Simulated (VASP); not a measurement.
# SiC (P6_3mc) in VASP: a series of runs

Runs on SiC. Level: r2SCAN. Tasks: single point.

Program: VASP 6.6.1. These are calculated values, not measurements. Logs are shortened: lines on timing, memory, paths and dates and some standing lists are left out, and cuts for length are marked.

## 1. The cell of the first run

It takes space group P6_3mc (No. 186, hexagonal). The conventional cell has a = 3.075 Å, b = 3.075 Å, c = 5.048 Å, α = 90.00°, β = 90.00°, γ = 120.00°. Within 2.5 Å of Si (site symmetry 3m) lie 4 C at 1.88 to 1.90 Å. C (site symmetry 3m) has 4 Si at 1.88 to 1.90 Å within 2.5 Å.

## 2. Single point, r2SCAN

POSCAR

```
SiC
1.0
    3.0752975748      0.0000000000      0.0000000000
   -1.5376487874      2.6632858240      0.0000000000
    0.0000000000      0.0000000000      5.0483410067
Si C
2 2
Direct
    0.3333333333      0.6666666667      0.4996013828
    0.6666666667      0.3333333333      0.9996013828
    0.3333333333      0.6666666667      0.8753986172
    0.6666666667      0.3333333333      0.3753986172
```

INCAR.step1

```
SYSTEM = SiC
  PREC = Accurate
  ENCUT = 520
  ISMEAR = 0
  SIGMA = 0.02
  LREAL = .FALSE.
  LASPH = .TRUE.
  NELM = 80
  NBANDS = 16
  GGA = PE
  ALGO = Normal
  EDIFF = 1E-4
  LWAVE = .TRUE.
  LCHARG = .FALSE.
```

INCAR.step2

```
SYSTEM = SiC
  PREC = Accurate
  ENCUT = 520
  EDIFF = 1E-7
  ISMEAR = 0
  SIGMA = 0.02
  LREAL = .FALSE.
  LASPH = .TRUE.
  NELM = 80
  ALGO = Normal
  ISIF = 2
  LWAVE = .FALSE.
  LCHARG = .FALSE.
  METAGGA = R2SCAN
  LMIXTAU = .TRUE.
  NBANDS = 16
  ISTART = 1
```

KPOINTS

```
Automatic mesh
0
G
  12 12 6
  0 0 0
```

Potentials or basis: VASP PAW PBE potentials, release 64 (Si, C).

Started as:

```sh
cat potpaw_PBE.64/Si/POTCAR potpaw_PBE.64/C/POTCAR > POTCAR
cp INCAR.step1 INCAR
mpirun -np 1 vasp_std > vasp.out
cp INCAR.step2 INCAR
mpirun -np 1 vasp_std > vasp.out
```

OUTCAR:

```text
SYSTEM = SiC
   PREC = Accurate
   ENCUT = 520
   EDIFF = 1E-7
   ISMEAR = 0
   LREAL = .FALSE.
   LASPH = .TRUE.
   NELM = 80
   ISIF = 2
   METAGGA = R2SCAN
   ISTART = 1

 ion  position               nearest neighbor table
   1  0.333  0.667  0.500-   4 1.88   4 1.88   4 1.88   3 1.90   2 3.09   2 3.09   2 3.09   2 3.09
                             2 3.09   2 3.09
   2  0.667  0.333  1.000-   3 1.88   3 1.88   3 1.88   4 1.90   1 3.09   1 3.09   1 3.09   1 3.09
                             1 3.09   1 3.09
   3  0.333  0.667  0.875-   2 1.88   2 1.88   2 1.88   1 1.90
   4  0.667  0.333  0.375-   1 1.88   1 1.88   1 1.88   2 1.90

  LATTYP: Found a hexagonal cell.
 ALAT       =     3.0752975748
 C/A-ratio  =     1.6415780535

  Lattice vectors:

 A1 = (   3.0752975748,   0.0000000000,   0.0000000000)
 A2 = (  -1.5376487874,   2.6632858240,   0.0000000000)
 A3 = (   0.0000000000,   0.0000000000,   5.0483410067)

Analysis of symmetry for initial positions (statically):
=====================================================================
 Subroutine PRICEL returns:
 Original cell was already a primitive cell.

 Routine SETGRP: Setting up the symmetry group for a
 hexagonal supercell.

 Subroutine GETGRP returns: Found 12 space group operations
 (whereof  6 operations were pure point group operations)
 out of a pool of 24 trial point group operations.

The static configuration has the point symmetry C_3v.
 The point group associated with its full space group is C_6v.

Analysis of symmetry for dynamics (positions and initial velocities):
=====================================================================
 Subroutine PRICEL returns:
 Original cell was already a primitive cell.

 Routine SETGRP: Setting up the symmetry group for a
 hexagonal supercell.

 Subroutine GETGRP returns: Found 12 space group operations
 (whereof  6 operations were pure point group operations)
 out of a pool of 24 trial point group operations.

The dynamic configuration has the point symmetry C_3v.
 The point group associated with its full space group is C_6v.

 Subroutine INISYM returns: Found 12 space group operations
 (whereof  6 operations are pure point group operations),
 and found     1 'primitive' translations

----------------------------------------------------------------------------------------

                                     Primitive cell

  volume of cell :      41.3479

  direct lattice vectors                    reciprocal lattice vectors
     3.075297575  0.000000000  0.000000000     0.325171784  0.187738017  0.000000000
    -1.537648787  2.663285824  0.000000000     0.000000000  0.375476035  0.000000000
     0.000000000  0.000000000  5.048341007     0.000000000  0.000000000  0.198084876

  length of vectors
     3.075297575  3.075297575  5.048341007     0.375476035  0.375476035  0.198084876

  position of ions in fractional coordinates (direct lattice)
     0.333333333  0.666666667  0.499601383
     0.666666667  0.333333333  0.999601383
     0.333333333  0.666666667  0.875398617
     0.666666667  0.333333333  0.375398617

  ion indices of the primitive-cell ions
   primitive index   ion index
                 1           1
                 2           2
                 3           3
                 4           4

----------------------------------------------------------------------------------------

 KPOINTS: Automatic mesh

Automatic generation of k-mesh.
 Grid dimensions read from file:
 generate k-points for:   12   12    6

 Generating k-lattice:

  Cartesian coordinates                     Fractional coordinates (reciprocal lattice)
     0.027097649  0.015644835  0.000000000     0.083333333 -0.000000000  0.000000000
     0.000000000  0.031289670  0.000000000     0.000000000  0.083333333  0.000000000
     0.000000000  0.000000000  0.033014146     0.000000000  0.000000000  0.166666667

  Length of vectors
     0.031289670  0.031289670  0.033014146

  Shift w.r.t. Gamma in fractional coordinates (k-lattice)
     0.000000000  0.000000000  0.000000000

 Subroutine IBZKPT returns following result:
 ===========================================

 Found     76 irreducible k-points:

 Following reciprocal coordinates:
            Coordinates               Weight
  0.000000  0.000000  0.000000      1.000000
  0.083333  0.000000  0.000000      6.000000
  0.166667  0.000000  0.000000      6.000000
  0.250000  0.000000  0.000000      6.000000
  0.333333  0.000000  0.000000      6.000000
  0.416667 -0.000000  0.000000      6.000000
[... 16 lines left out ...]
  0.250000  0.000000  0.166667     12.000000
  0.333333  0.000000  0.166667     12.000000
 [... further k-points ...]
   k-points           NKPTS =     76   k-points in BZ     NKDIM =     76   number of bands    NBANDS=     16
   number of dos      NEDOS =    301   number of ions     NIONS =      4
   total plane-waves  NPLWV =  23040
   dimension x,y,z NGX =    24 NGY =   24 NGZ =   40
   dimension x,y,z NGXF=    48 NGYF=   48 NGZF=   80
   ions per type =               2   2
   NGX,Y,Z   is equivalent  to a cutoff of  12.97, 12.97, 13.17 a.u.
   NGXF,Y,Z  is equivalent  to a cutoff of  25.95, 25.95, 26.34 a.u.
 SYSTEM =  SiC
   PREC   = accura    normal or accurate (medium, high low for compatibility)
   ISTART =      1    job   : 0-new  1-cont  2-samecut
   ICHARG =      0    charge: 1-file 2-atom 10-const
   ISPIN  =      1    spin polarized calculation?
   LNONCOLLINEAR =      F non collinear calculations
   LSORBIT =      F    spin-orbit coupling
   LASPH  =      T    aspherical Exc in radial PAW
   ENCUT  =  520.0 eV  38.22 Ry    6.18 a.u.   5.72  5.72  9.39*2*pi/ulx,y,z
   NELM   =     80;   NELMIN=  2; NELMDL=  0     # of ELM steps
   EDIFF  = 0.1E-06   stopping-criterion for ELM
   LREAL  =      F    real-space projection
   EDIFFG = 0.1E-05   stopping-criterion for IOM
   NSW    =      0    number of steps for IOM
   IBRION =     -1    ionic relax: 0-MD 1-quasi-New 2-CG
   NFREE  =      0    steps in history (QN), initial steepest desc. (CG)
   ISIF   =      2    stress and relaxation
   ISYM   =      2    0-nonsym 1-usesym 2-fastsym
   POTIM  = 0.5000    time-step for ionic-motion
   TEBEG  =    0.0;   TEEND  =   0.0 temperature during run
   PSTRESS=    0.0 pullay stress
   NELECT =      16.0000    total number of electrons
   NUPDOWN=      -1.0000    fix difference up-down
   EMIN   =  10.00;   EMAX   =-10.00  energy-range for DOS
   EFERMI =   0.00;   METHOD = LEGACY
   ISMEAR =     0;   SIGMA  =   0.02  broadening in eV -4-tet -1-fermi 0-gaus
   EFERMI_NEDOS =   21; number of points for ismear=-14 and -15
   IALGO  =     38    algorithm
   IMIX   =      4    mixing-type and parameters
     AMIX     =   0.40;   BMIX     =  1.00
     AMIX_MAG =   1.60;   BMIX_MAG =  1.00
  volume/ion in A,a.u.               =      10.34        69.76
  Fermi-wavevector in a.u.,A,eV,Ry     =   1.192972  2.254390 19.363573  1.423182
  Thomas-Fermi vector in A             =   2.328998
   LORBIT       =      0    0 simple, 1 ext, 2 COOP (PROOUT), +10 PAW based schemes
   METAGGA = R2SCAN    functional components
   LHFCALC =     F    Hartree Fock is set to
   AEXX    =    0.0000 exact exchange contribution
   IVDW    =     0    specifies the selected vdW correction
   LEPSILON=     F    determine dielectric tensor
   LRPA    =     F    only Hartree local field effects (RPA)
 non-spin polarized calculation
 Gauss-broadening in eV      SIGMA  =   0.02
  energy-cutoff  :      520.00
  volume of cell :       41.35
 maximum number of plane-waves:      1126
 NGX is ok and might be reduce to    24
   NGX = 11   NGY = 11   NGZ = 19

 number of electron      16.0000000 magnetization

 Free energy of the ion-electron system (eV)
  ---------------------------------------------------
  ext. energy  EPLUGINS =         0.00000000
  ---------------------------------------------------
  free energy    TOTEN  =       -38.63788798 eV

  energy without entropy =      -38.63788798  energy(sigma->0) =      -38.63788798

 E-fermi :   8.3199     XC(G=0): -11.9291

 val. band max:        8.1457881851   @ k =   0.0000   0.0000   0.0000
 cond. band min:      10.8040706682   @ k =   0.3333   0.3333   0.0000
 fundamental gap:      2.6582824831
 Fermi energy:         8.3199302740

 k-point     1 :       0.0000    0.0000    0.0000
  band No.  band energies     occupation
      1      -8.2092      2.00000
      2      -4.5822      2.00000
      3      -0.8467      2.00000
      4       6.7606      2.00000
      5       6.7606      2.00000
      6       8.0318      2.00000
[... 8 lines left out ...]
     15      17.7252      0.00000
     16      20.1768      0.00000

 k-point     2 :       0.0833    0.0000    0.0000
  band No.  band energies     occupation
      1      -8.0842      2.00000
      2      -4.4769      2.00000
      3      -0.7315      2.00000
      4       6.0620      2.00000
      5       6.5416      2.00000
      6       7.6627      2.00000
[... 8 lines left out ...]
     15      18.0512      0.00000
     16      19.1999      0.00000

 k-point     3 :       0.1667    0.0000    0.0000
  band No.  band energies     occupation
      1      -7.7131      2.00000
      2      -4.1713      2.00000
      3      -0.3953      2.00000
      4       4.5295      2.00000
      5       6.0448      2.00000
      6       6.4948      2.00000
[... 8 lines left out ...]
     15      18.3883      0.00000
     16      18.7399      0.00000

 k-point     4 :       0.2500    0.0000    0.0000
  band No.  band energies     occupation
      1      -7.1084      2.00000
      2      -3.7076      2.00000
      3       0.1128      2.00000
      4       2.8569      2.00000
      5       5.0431      2.00000
      6       5.5039      2.00000
[... 8 lines left out ...]
     15      19.0084      0.00000
     16      19.6854      0.00000
[... 324 lines left out ...]
 k-point    22 :       0.1667    0.0000    0.1667
  band No.  band energies     occupation
      1      -7.5740      2.00000
      2      -4.6786      2.00000
      3       0.3159      2.00000
      4       4.6567      2.00000
      5       6.0938      2.00000
      6       6.1398      2.00000
[... 8 lines left out ...]
     15      18.5894      0.00000
     16      19.1032      0.00000

 k-point    23 :       0.2500    0.0000    0.1667
  band No.  band energies     occupation
      1      -6.9719      2.00000
      2      -4.1749      2.00000
      3       0.6966      2.00000
      4       3.0719      2.00000
      5       4.6429      2.00000
      6       5.6062      2.00000
[... 8 lines left out ...]
     15      19.6684      0.00000
     16      19.7470      0.00000

 k-point    24 :       0.3333    0.0000    0.1667
  band No.  band energies     occupation
      1      -6.1701      2.00000
      2      -3.5926      2.00000
      3       0.5510      2.00000
      4       2.3138      2.00000
      5       3.1586      2.00000
      6       5.1625      2.00000
[... 8 lines left out ...]
     15      20.3488      0.00000
     16      21.0763      0.00000

 [... further k-points ...]
[... 5 lines left out ...]
  --------------------------------------------------------------------------------------
  -------------------------------------------------------------------------------------
  Total       -0.0479630     -0.0479630     -0.0474908      0.0000000      0.0000000      0.0000000
  in kB       -1.8585026     -1.8585026     -1.8402048      0.0000000      0.0000000      0.0000000
  external PRESSURE =      -1.8524033 kB  Pullay stress =       0.0000000 kB

 VOLUME and BASIS-vectors are now :
 -----------------------------------------------------------------------------
  energy-cutoff  :      520.00
  volume of cell :       41.35
      direct lattice vectors                 reciprocal lattice vectors
     3.075297575  0.000000000  0.000000000     0.325171784  0.187738017  0.000000000
    -1.537648787  2.663285824  0.000000000     0.000000000  0.375476035  0.000000000
     0.000000000  0.000000000  5.048341007     0.000000000  0.000000000  0.198084876

 POSITION                                       TOTAL-FORCE (eV/Angst)
 -----------------------------------------------------------------------------------
     -0.00000      1.77552      2.52216         0.000000      0.000000     -0.000163
      1.53765      0.88776      5.04633        -0.000000     -0.000000     -0.000163
     -0.00000      1.77552      4.41931        -0.000000     -0.000000      0.000163
      1.53765      0.88776      1.89514         0.000000     -0.000000      0.000163
 -----------------------------------------------------------------------------------
    total drift:                               -0.000000     -0.000000      0.000399

  FREE ENERGIE OF THE ION-ELECTRON SYSTEM (eV)
  ---------------------------------------------------
  free  energy   TOTEN  =       -38.6378879825 eV

  energy  without entropy=      -38.6378879825  energy(sigma->0) =      -38.63788798
```

Wall time 2.8 min (1 thread of Intel Xeon Platinum 8488C (Sapphire Rapids), shared host); peak memory 0.18 GiB.

What came out:

| Property | Result |
| --- | --- |
| Free energy | -38.6379 eV |
| Pressure | -0.2 GPa |
| Band gap on the k mesh | 2.66 eV, indirect (least direct gap 4.48 eV) |

Caveat: the PAW data sets were made with another functional, which shifts forces and pressure a little.

## 3. Single point, r2SCAN

POSCAR

```
SiC
1.0
    3.0752975745      0.0000000000      0.0000000000
   -1.5376487872      2.6632858237      0.0000000000
    0.0000000000      0.0000000000      5.0483410038
Si C
2 2
Direct
    0.3333333333      0.6666666667      0.4996013827
    0.6666666667      0.3333333333      0.9996013827
    0.3333333333      0.6666666667      0.8753986173
    0.6666666667      0.3333333333      0.3753986173
```

INCAR.step1

```
ALGO = Normal
EDIFF = 1E-4
ENCUT = 520
GGA = PE
ISMEAR = 0
LASPH = T
LCHARG = F
LREAL = F
LWAVE = T
NBANDS = 16
NELM = 100
PREC = Accurate
SIGMA = 0.02
```

INCAR.step2

```
ALGO = Normal
EDIFF = 1E-6
ENCUT = 520
ISIF = 2
ISMEAR = 0
ISTART = 1
LASPH = T
LCHARG = F
LMIXTAU = T
LREAL = F
LWAVE = F
METAGGA = R2SCAN
NBANDS = 16
NELM = 100
PREC = Accurate
SIGMA = 0.02
```

KPOINTS

```
k-points
0
Gamma
  12 12 6
```

Potentials or basis: VASP PAW PBE potentials, release 64 (Si, C).

Started as:

```sh
cat potpaw_PBE.64/Si/POTCAR potpaw_PBE.64/C/POTCAR > POTCAR
cp INCAR.step1 INCAR
mpirun -np 1 vasp_std > vasp.out
cp INCAR.step2 INCAR
mpirun -np 1 vasp_std > vasp.out
```

It took 56 s on 1 thread of Intel Xeon 6975P-C (Granite Rapids), shared host; peak memory 0.18 GiB.

Results (log left out):

| Item | Value |
| --- | --- |
| Free energy | -38.6379 eV |
| Pressure | -0.2 GPa |
| Band gap on the k mesh | 2.66 eV, indirect (least direct gap 4.48 eV) |

Levels at points of the mesh, in eV from the valence-band top:
```
           k point  band 4  band 5  band 6  band 7  band 8  band 9  band 10  band 11  band 12  band 13
(0.00, 0.00, 0.00)   -1.39   -1.39   -0.11    0.00    0.00    5.38     6.77     7.19     7.19     8.33
(0.50, 0.00, 0.00)   -6.55   -5.62   -3.48   -3.36   -1.26    3.23     4.66     7.47     7.65    10.76
(0.00, 0.00, 0.50)   -4.63   -0.75   -0.75   -0.75   -0.75    6.50     6.50     7.89     7.89     7.89
(0.50, 0.00, 0.50)   -8.54   -2.56   -2.56   -2.44   -2.44    3.72     3.72     5.79     5.79    11.10
```

Caveat: the PAW data sets were made with another functional, which shifts forces and pressure a little. r2SCAN opens gaps a little over a GGA but as a rule still falls short of measured ones.
